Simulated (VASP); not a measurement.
# Te2Mo: single point with PBEsol+D3(BJ)

System: Te2Mo, a slab with vacuum.

```
Te Mo
1.0
     6.27843    0.00000    0.01218
     0.00000    3.31079    0.00000
    -0.01538    0.00000   36.15934
Te Mo
4 2
Direct
  0.43339 0.75000 0.54152
  0.56661 0.25000 0.45848
  0.92322 0.25000 0.55697
  0.07678 0.75000 0.44303
  0.18359 0.25000 0.49787
  0.81641 0.75000 0.50213
```

```json
{
 "Program": "VASP 6.6.1",
 "Task": "single point",
 "Functional": "PBEsol",
 "Dispersion": "D3(BJ)",
 "Potentials or basis": "VASP PAW PBE potentials, release 64 (Te, Mo_sv)",
 "Cutoff": "520 eV",
 "k mesh": "4 × 8 × 1",
 "Occupations": "fermi-dirac, width 0.05 eV",
 "Spin": "no spin polarisation"
}
```

* Largest force: 0.033 eV/Å
* Band gap on the k mesh: zero (bands 26 and 27 overlap by 0.62 eV)
* Dispersion energy per atom: -0.355 eV

Forces on the atoms (eV/Å):
```
Te   0.002  0.000  0.022
Te  -0.002  0.000 -0.022
Te   0.000  0.000  0.033
Te   0.000  0.000 -0.033
Mo   0.010  0.000  0.006
Mo  -0.010  0.000 -0.006
```

Levels at points of the mesh, in eV from the Fermi level:
| k point | band 24 | band 25 | band 26 | band 27 | band 28 | band 29 |
| --- | --- | --- | --- | --- | --- | --- |
| (0.00, 0.00, 0.00) | -0.49 | -0.40 | 0.40 | 0.58 | 1.34 | 1.60 |
| (0.50, 0.00, 0.00) | -1.18 | -0.66 | -0.35 | -0.21 | 1.30 | 1.57 |
| (0.00, 0.50, 0.00) | -1.88 | -1.58 | -1.58 | 1.09 | 1.09 | 1.57 |
| (0.50, 0.50, 0.00) | -1.83 | -1.02 | -1.02 | 1.16 | 1.16 | 1.76 |

It took 22 min on 1 thread of Intel Xeon 8259CL, on a shared host, peak memory 0.93 GiB.

Caveat: there is no dipole correction, which matters where the two faces differ; the PAW data sets were made with another functional, which shifts forces and pressure a little; spin-orbit coupling is left out, which moves the levels of the heavy elements.
